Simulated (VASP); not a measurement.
The system is Te.

```
Te
1.0
     2.86695    0.00000    0.00000
     0.00000    4.00097    0.00000
    -1.06002    0.00000    3.53277
Te
1
Direct
  0.00000 0.00000 0.50000
```

```yaml
Program: VASP 6.6.1
Task: relaxation of cell and atoms
Functional: PBE
Potentials_or_basis: VASP PAW PBE potentials, release 64 (Te)
Cutoff: 600 eV
k_mesh: 6 × 4 × 6
Occupations: gaussian, width 0.1 eV
Spin: no spin polarisation
```

At the start: pressure -2.2 GPa; volume 40.52 Å³/atom.

Where does the relaxation end?

Over 12 steps the energy falls by 218.4 meV/atom and the volume is 35.34 Å³/atom (-12.8 %); space group P2/m (No. 10, to 0.05 Å).

The path:
```csv
step,energy change (eV),largest force (eV/Å),pressure (GPa),volume (Å³)
1,0.0000,0.0000,-2.16,40.52
2,-0.1383,0.0000,-0.27,37.28
3,-0.1624,0.0000,1.20,35.86
4,-0.1464,0.0000,5.69,32.99
5,-0.1684,0.0000,2.39,34.93
6,-0.1851,0.0000,-0.49,35.22
7,-0.1998,0.0000,0.55,35.11
8,-0.2156,0.0000,-0.34,35.57
9,-0.2170,0.0000,-0.66,35.76
10,-0.2177,0.0000,0.25,35.25
11,-0.2182,0.0000,-0.10,35.45
12,-0.2184,0.0000,0.00,35.34
```

Final structure:
```yaml
crystal:
  lattice:
    - [2.83913, 0.00000, 0.41292]
    - [0.00000, 3.75871, 0.00000]
    - [-0.55870, 0.00000, 3.22995]
  atoms:
    - { symbol: Te, position: [0.00000, 0.00000, 0.50000] }
```

Caveat: the k points lie up to 0.42 Å⁻¹ apart in the final cell.
